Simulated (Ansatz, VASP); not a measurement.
## BAs in VASP and in Ansatz

```
CELL_PARAMETERS angstrom
0.00000 2.39518 2.39518
2.39518 0.00000 2.39518
2.39518 2.39518 0.00000
ATOMIC_POSITIONS crystal
B 0.00000 0.00000 0.00000
As 0.25000 0.25000 0.25000
```

Alike in both runs: task single point; functional HSE06; k mesh 6 × 6 × 6; occupations gaussian, width 0.05 eV; no spin polarisation.

```csv
,VASP,Ansatz
version,VASP 6.6.1,Ansatz 0.2.0
potentials or method,"VASP PAW PBE potentials, release 64 (B, As), cutoff 520 eV","scalar-relativistic, plane waves, PAW"
valence electrons in the cell,8,18
```

|  | VASP | Ansatz | Ansatz less VASP |
| --- | --- | --- | --- |
| gap on the k mesh at the Fermi level (eV) | 1.95 | 1.94 | -0.008 |
| least direct gap on the mesh (eV) | 4.10 | 4.11 | +0.004 |
| pressure (GPa) | -1.8 | -1.6 | +0.12 |

VASP's potentials hold 8 valence electrons a cell and Ansatz's 18, so a difference there can come from the potentials and not from the codes. Ansatz's warnings: stress exchange threshold loose, stress scf threshold loose.
